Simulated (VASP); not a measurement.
Here is a VASP 6.6.1 calculation.

Contents of INCAR:

```
SYSTEM = SrAl2O2
ALGO = Normal ; EDIFF = 1E-7
ENCUT = 520 ; GGA = PE
ISIF = 2 ; ISMEAR = 0
LASPH = .True. ; LCHARG = .False.
LREAL = .False. ; LWAVE = .False.
NBANDS = 22 ; NELM = 100
PREC = Accurate ; SIGMA = 0.1
```

KPOINTS

```
k-points
0
Gamma
  6 6 6
  0 0 0
```

Contents of POSCAR:

```
SrAl2O2
1.0
    5.0463972038      0.0000000000      0.0000000000
   -2.5231986019      4.3703081761      0.0000000000
    0.0000000000      0.0000000000      3.6358280222
Sr Al O
1 2 2
Direct
    0.0000000000      0.0000000000      0.5000000000
    0.3333333333      0.6666666667      0.0000000000
    0.6666666667      0.3333333333      0.0000000000
    0.3333333333      0.6666666667      0.5000000000
    0.6666666667      0.3333333333      0.5000000000
```

Potentials or basis: VASP PAW PBE potentials, release 64 (Sr_sv, Al, O).

Run with:

```console
$ cat potpaw_PBE.64/Sr_sv/POTCAR potpaw_PBE.64/Al/POTCAR potpaw_PBE.64/O/POTCAR > POTCAR
$ mpirun -np 1 vasp_std > vasp.out
```

Task: Estimate the pressure.

Result: -0.1 GPa.

Task: Estimate the band gap on the k mesh.

Result: Zero (bands 14 and 15 overlap by 3.46 eV).

Stress tensor (GPa, compression positive):
```
-0.12  0.00  0.00
 0.00 -0.12  0.00
 0.00  0.00 -0.20
```
